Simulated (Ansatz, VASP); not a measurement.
One calculation of HgP, two programs

Contents of INCAR:

```
SYSTEM = HgP
PREC = Accurate
ENCUT = 500
EDIFF = 1E-6
ISMEAR = 0
SIGMA = 0.05
LREAL = .False.
LASPH = .True.
NELM = 120
ALGO = Normal
ISIF = 2
LWAVE = .False.
LCHARG = .False.
GGA = PS
NBANDS = 16
GGA_COMPAT = .False.
```

Contents of KPOINTS:

```
Automatic mesh
0
Gamma
  10 10 10
  0 0 0
```

File POSCAR:

```
HgP
1.0
    0.0000000000      2.8492450895      2.8492450895
    2.8492450895      0.0000000000      2.8492450895
    2.8492450895      2.8492450895      0.0000000000
Hg P
1 1
Direct
    0.0000000000      0.0000000000      0.0000000000
    0.2500000000      0.2500000000      0.2500000000
```

Input for Ansatz:

```yaml
crystal:
  lattice:
    - [0.0, 2.8492450895, 2.8492450895]
    - [2.8492450895, 0.0, 2.8492450895]
    - [2.8492450895, 2.8492450895, 0.0]
  atoms:
    - { symbol: Hg, position: [0.0, 0.0, 0.0] }
    - { symbol: P, position: [0.25, 0.25, 0.25] }
basis:
  ecutwfc: 420
  ecutrho_ratio: 4
kpoints:
  mp_grid: { grid: [10, 10, 10] }
hamiltonian:
  xc: pbesol
scf:
  occupations: { method: gaussian, width: 0.05 }
output:
  forces: true
  stress: true
  eigenvalues: true
```

Alike in both runs: task single point; functional PBEsol; k mesh 10 × 10 × 10; occupations gaussian, width 0.05 eV; no spin polarisation.

```csv
,VASP,Ansatz
version,VASP 6.6.1,Ansatz 0.2.0
potentials or method,"VASP PAW PBE potentials, release 64 (Hg, P), cutoff 500 eV","scalar-relativistic, plane waves, PAW"
valence electrons in the cell,17,25
```

```tsv
	VASP	Ansatz	Ansatz less VASP
pressure (GPa)	3.6	3.1	-0.47
```

VASP's potentials were made for PBE, not for PBEsol. With one functional, cell and mesh, what is left measures potentials, basis and numerics. VASP's potentials hold 17 valence electrons a cell and Ansatz's 25, so a difference there can come from the potentials and not from the codes.

Neither program's run includes spin-orbit coupling.
